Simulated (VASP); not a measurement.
# PbO2 (P4_2/mnm) in VASP: relaxation of cell and atoms with PBE

Aim: the relaxation of cell and atoms of PbO2 with PBE.

Program: VASP 6.6.1. These are calculated values, not measurements. Logs are shortened: lines on timing, memory, paths and dates and some standing lists are left out, and cuts for length are marked.

### 1 The cell of the first run

It takes space group P4_2/mnm (No. 136, tetragonal). Conventional cell: a = 5.057 Å, b = 5.057 Å, c = 3.257 Å, α = 90.00°, β = 90.00°, γ = 90.00°. Within 2.8 Å of Pb (site symmetry mmm) lie 6 O at 2.14 to 2.18 Å. O (site symmetry m2m) has 3 Pb at 2.14 to 2.18 Å and 1 O at 2.79 Å within 2.8 Å.

### 2 Relaxation of cell and atoms, PBE

INCAR reads:

```
SYSTEM = PbO2
PREC = Accurate
ENCUT = 600
EDIFF = 1E-7
ISMEAR = 0
SIGMA = 0.1
LREAL = .False.
LASPH = .True.
NELM = 100
ALGO = Normal
ISIF = 3
LWAVE = .False.
LCHARG = .False.
GGA = PE
IBRION = 2
NSW = 100
EDIFFG = -0.05
```

KPOINTS reads:

```
Automatic mesh
0
Gamma
  4 4 6
  0 0 0
```

POSCAR reads:

```
PbO2
1.0
    5.0567235523      0.0000000000      0.0000000000
    0.0000000000      5.0567235523      0.0000000000
    0.0000000000      0.0000000000      3.2565555144
Pb O
2 4
Direct
    0.0000000000      0.0000000000      0.0000000000
    0.5000000000      0.5000000000      0.5000000000
    0.3049600000      0.3049600000      0.0000000000
    0.8049600000      0.1950400000      0.5000000000
    0.1950400000      0.8049600000      0.5000000000
    0.6950400000      0.6950400000      0.0000000000
```

Potentials or basis: VASP PAW PBE potentials, release 64 (Pb_d, O).

Launch:

```sh
cat potpaw_PBE.64/Pb_d/POTCAR potpaw_PBE.64/O/POTCAR > POTCAR
mpirun -np 1 vasp_std > vasp.out
```

OUTCAR:

```text
SYSTEM = PbO2
   PREC = Accurate
   ENCUT = 600
   EDIFF = 1E-7
   ISMEAR = 0
   LREAL = .False.
   LASPH = .True.
   NELM = 100
   ISIF = 3
   GGA = PE
   IBRION = 2
   NSW = 100
   EDIFFG = -0.05

 ion  position               nearest neighbor table
   1  0.000  0.000  0.000-   4 2.14   5 2.14   4 2.14   5 2.14   3 2.18   6 2.18   2 3.93   2 3.93
                             2 3.93   2 3.93   2 3.93   2 3.93   2 3.93   2 3.93
   2  0.500  0.500  0.500-   3 2.14   6 2.14   3 2.14   6 2.14   5 2.18   4 2.18   1 3.93   1 3.93
                             1 3.93   1 3.93   1 3.93   1 3.93   1 3.93   1 3.93
   3  0.305  0.305  0.000-   2 2.14   2 2.14   1 2.18
   4  0.805  0.195  0.500-   1 2.14   1 2.14   2 2.18
   5  0.195  0.805  0.500-   1 2.14   1 2.14   2 2.18
   6  0.695  0.695  0.000-   2 2.14   2 2.14   1 2.18

  LATTYP: Found a simple tetragonal cell.
 ALAT       =     5.0567235523
 C/A-ratio  =     0.6440050520

  Lattice vectors:

 A1 = (   5.0567235523,   0.0000000000,   0.0000000000)
 A2 = (   0.0000000000,   5.0567235523,   0.0000000000)
 A3 = (   0.0000000000,   0.0000000000,   3.2565555144)

Analysis of symmetry for initial positions (statically):
=====================================================================
 Subroutine PRICEL returns:
 Original cell was already a primitive cell.

 Routine SETGRP: Setting up the symmetry group for a
 simple tetragonal supercell.

 Subroutine GETGRP returns: Found 16 space group operations
 (whereof  8 operations were pure point group operations)
 out of a pool of 16 trial point group operations.

The static configuration has the point symmetry D_2h.
 The point group associated with its full space group is D_4h.

Analysis of symmetry for dynamics (positions and initial velocities):
=====================================================================
 Subroutine PRICEL returns:
 Original cell was already a primitive cell.

 Routine SETGRP: Setting up the symmetry group for a
 simple tetragonal supercell.

 Subroutine GETGRP returns: Found 16 space group operations
 (whereof  8 operations were pure point group operations)
 out of a pool of 16 trial point group operations.

The dynamic configuration has the point symmetry D_2h.
 The point group associated with its full space group is D_4h.

 Subroutine INISYM returns: Found 16 space group operations
 (whereof  8 operations are pure point group operations),
 and found     1 'primitive' translations

----------------------------------------------------------------------------------------

                                     Primitive cell

  volume of cell :      83.2716

  direct lattice vectors                    reciprocal lattice vectors
     5.056723552  0.000000000  0.000000000     0.197756510  0.000000000  0.000000000
     0.000000000  5.056723552  0.000000000     0.000000000  0.197756510  0.000000000
     0.000000000  0.000000000  3.256555514     0.000000000  0.000000000  0.307072917

  length of vectors
     5.056723552  5.056723552  3.256555514     0.197756510  0.197756510  0.307072917

  position of ions in fractional coordinates (direct lattice)
     0.000000000  0.000000000  0.000000000
     0.500000000  0.500000000  0.500000000
     0.304960000  0.304960000  0.000000000
     0.804960000  0.195040000  0.500000000
     0.195040000  0.804960000  0.500000000
     0.695040000  0.695040000  0.000000000

  ion indices of the primitive-cell ions
   primitive index   ion index
                 1           1
                 2           2
                 3           3
                 4           4
                 5           5
                 6           6

----------------------------------------------------------------------------------------

 KPOINTS: Automatic mesh

Automatic generation of k-mesh.
 Grid dimensions read from file:
 generate k-points for:    4    4    6

 Generating k-lattice:

  Cartesian coordinates                     Fractional coordinates (reciprocal lattice)
     0.049439127  0.000000000  0.000000000     0.250000000  0.000000000  0.000000000
     0.000000000  0.049439127  0.000000000     0.000000000  0.250000000  0.000000000
     0.000000000  0.000000000  0.051178819     0.000000000  0.000000000  0.166666667

  Length of vectors
     0.049439127  0.049439127  0.051178819

  Shift w.r.t. Gamma in fractional coordinates (k-lattice)
     0.000000000  0.000000000  0.000000000

 Subroutine IBZKPT returns following result:
 ===========================================

 Found     24 irreducible k-points:

 Following reciprocal coordinates:
            Coordinates               Weight
  0.000000  0.000000  0.000000      1.000000
  0.250000  0.000000  0.000000      4.000000
  0.500000  0.000000  0.000000      2.000000
  0.250000  0.250000  0.000000      4.000000
  0.500000  0.250000  0.000000      4.000000
  0.500000  0.500000  0.000000      1.000000
[... 16 lines left out ...]
  0.500000  0.250000  0.500000      4.000000
  0.500000  0.500000  0.500000      1.000000
   k-points           NKPTS =     24   k-points in BZ     NKDIM =     24   number of bands    NBANDS=     31
   number of dos      NEDOS =    301   number of ions     NIONS =      6
   total plane-waves  NPLWV =  44800
   dimension x,y,z NGX =    40 NGY =   40 NGZ =   28
   dimension x,y,z NGXF=    80 NGYF=   80 NGZF=   56
   ions per type =               2   4
   NGX,Y,Z   is equivalent  to a cutoff of  13.15, 13.15, 14.29 a.u.
   NGXF,Y,Z  is equivalent  to a cutoff of  26.30, 26.30, 28.59 a.u.
 SYSTEM =  PbO2
   PREC   = accura    normal or accurate (medium, high low for compatibility)
   ISTART =      0    job   : 0-new  1-cont  2-samecut
   ICHARG =      2    charge: 1-file 2-atom 10-const
   ISPIN  =      1    spin polarized calculation?
   LNONCOLLINEAR =      F non collinear calculations
   LSORBIT =      F    spin-orbit coupling
   LASPH  =      T    aspherical Exc in radial PAW
   ENCUT  =  600.0 eV  44.10 Ry    6.64 a.u.  10.10 10.10  6.50*2*pi/ulx,y,z
   NELM   =    100;   NELMIN=  2; NELMDL= -5     # of ELM steps
   EDIFF  = 0.1E-06   stopping-criterion for ELM
   LREAL  =      F    real-space projection
   EDIFFG = -.5E-01   stopping-criterion for IOM
   NSW    =    100    number of steps for IOM
   IBRION =      2    ionic relax: 0-MD 1-quasi-New 2-CG
   NFREE  =      1    steps in history (QN), initial steepest desc. (CG)
   ISIF   =      3    stress and relaxation
   ISYM   =      2    0-nonsym 1-usesym 2-fastsym
   POTIM  = 0.5000    time-step for ionic-motion
   TEBEG  =    0.0;   TEEND  =   0.0 temperature during run
   PSTRESS=    0.0 pullay stress
   NELECT =      52.0000    total number of electrons
   NUPDOWN=      -1.0000    fix difference up-down
   EMIN   =  10.00;   EMAX   =-10.00  energy-range for DOS
   EFERMI =   0.00;   METHOD = LEGACY
   ISMEAR =     0;   SIGMA  =   0.10  broadening in eV -4-tet -1-fermi 0-gaus
   EFERMI_NEDOS =   21; number of points for ismear=-14 and -15
   IALGO  =     38    algorithm
   IMIX   =      4    mixing-type and parameters
     AMIX     =   0.40;   BMIX     =  1.00
     AMIX_MAG =   1.60;   BMIX_MAG =  1.00
  volume/ion in A,a.u.               =      13.88        93.66
  Fermi-wavevector in a.u.,A,eV,Ry     =   1.399298  2.644290 26.640694  1.958036
  Thomas-Fermi vector in A             =   2.522371
   LORBIT       =      0    0 simple, 1 ext, 2 COOP (PROOUT), +10 PAW based schemes
   GGA     = PE    functional components
   LHFCALC =     F    Hartree Fock is set to
   AEXX    =    0.0000 exact exchange contribution
   IVDW    =     0    specifies the selected vdW correction
   LEPSILON=     F    determine dielectric tensor
   LRPA    =     F    only Hartree local field effects (RPA)
 conjugate gradient relaxation of ions
 non-spin polarized calculation
 Gauss-broadening in eV      SIGMA  =   0.10
  energy-cutoff  :      600.00
  volume of cell :       83.27
 maximum number of plane-waves:      2802
   NGX = 21   NGY = 21   NGZ = 13

--------------------------------------- Ionic step        1  -------------------------------------------

 number of electron      52.0000005 magnetization

 Free energy of the ion-electron system (eV)
  ---------------------------------------------------
  ext. energy  EPLUGINS =         0.00000000
  ---------------------------------------------------
  free energy    TOTEN  =       -31.60664154 eV

  energy without entropy =      -31.60572323  energy(sigma->0) =      -31.60618239

------------------------ aborting loop because EDIFF is reached ----------------------------------------

  FORCE on cell =-STRESS in cart. coord.  units (eV):
  Direction    XX          YY          ZZ          XY          YZ          ZX
  --------------------------------------------------------------------------------------
  -------------------------------------------------------------------------------------
  Total        4.0079568      4.0079568      9.1195511      0.0000000      0.0000000      0.0000000
  in kB       77.1146163     77.1146163    175.4636394      0.0000000      0.0000000      0.0000000
  external PRESSURE =     109.8976240 kB  Pullay stress =       0.0000000 kB
[... 145 lines left out ...]
  energy  without entropy=      -31.8628996204  energy(sigma->0) =      -31.86346260

--------------------------------------- Ionic step        5  -------------------------------------------

 number of electron      51.9999985 magnetization

 Free energy of the ion-electron system (eV)
  ---------------------------------------------------
  ext. energy  EPLUGINS =         0.00000000
  ---------------------------------------------------
  free energy    TOTEN  =       -31.87086176 eV

  energy without entropy =      -31.86972025  energy(sigma->0) =      -31.87029101

 E-fermi :   3.7331     XC(G=0): -10.3501

 val. band max:        3.6301990558   @ k =   0.0000   0.0000   0.1667
 cond. band min:       3.7880076753   @ k =   0.0000   0.0000   0.0000
 fundamental gap:      0.1578086194
 Fermi energy:         3.7331325901

 k-point     1 :       0.0000    0.0000    0.0000
  band No.  band energies     occupation
      1     -14.2816      2.00000
      2     -14.2437      2.00000
      3     -12.6882      2.00000
      4     -12.6882      2.00000
      5     -11.8040      2.00000
      6     -11.6661      2.00000
[... 838 lines left out ...]
  FREE ENERGIE OF THE ION-ELECTRON SYSTEM (eV)
  ---------------------------------------------------
  free  energy   TOTEN  =       -31.8708617584 eV

  energy  without entropy=      -31.8697202521  energy(sigma->0) =      -31.87029101

 reached required accuracy - stopping structural energy minimisation
```

Wall time 7.1 min (1 thread of Intel Xeon 8259CL, shared host); peak memory 0.25 GiB.

Results:

| Item | Value |
| --- | --- |
| Free energy | -31.8709 eV |
| Relaxed volume | 14.87 Å³/atom |
| Relaxed cell | a = 5.095 Å, b = 5.095 Å, c = 3.436 Å, α = 90.00°, β = 90.00°, γ = 90.00° |
| Space group after relaxing (to 0.1 Å) | P4_2/mnm (No. 136) |
| Energy gained by relaxing | 44.0 meV/atom |
| Ionic steps | 5 |
| Pressure after relaxing | -0.2 GPa |
| Largest force after relaxing | 0.044 eV/Å |
| Band gap on the k mesh | 0.16 eV (least direct gap 0.50 eV) |

Forces in eV/Å, atoms in the order of the input:
```
Pb   0.000  0.000  0.000
Pb   0.000  0.000  0.000
O   -0.031 -0.031  0.000
O   -0.031  0.031  0.000
O    0.031 -0.031  0.000
O    0.031  0.031  0.000
```

Stress tensor (GPa, compression positive):
```
-0.33  0.00  0.00
 0.00 -0.33  0.00
 0.00  0.00  0.13
```

Step by step:
| step | energy change (eV) | largest force (eV/Å) | pressure (GPa) | volume (Å³) |
| --- | --- | --- | --- | --- |
| 1 | 0.0000 | 0.0057 | 10.99 | 83.27 |
| 2 | -0.1025 | 0.3885 | -6.96 | 95.23 |
| 3 | -0.2368 | 0.2882 | -0.58 | 89.68 |
| 4 | -0.2574 | 0.1247 | -0.39 | 89.45 |
| 5 | -0.2642 | 0.0444 | -0.18 | 89.22 |

Final structure:
```
CELL_PARAMETERS angstrom
5.09536 0.00000 0.00000
0.00000 5.09536 0.00000
0.00000 0.00000 3.43633
ATOMIC_POSITIONS crystal
Pb 0.00000 0.00000 0.00000
Pb 0.50000 0.50000 0.50000
O 0.30846 0.30846 0.00000
O 0.80846 0.19154 0.50000
O 0.19154 0.80846 0.50000
O 0.69154 0.69154 0.00000
```

Caveat: spin-orbit coupling is left out, which moves the levels of the heavy elements; the relaxation stopped at a loose force limit of 0.05 eV/Å, so its end isn't a converged minimum. A k mesh can miss the band edges.
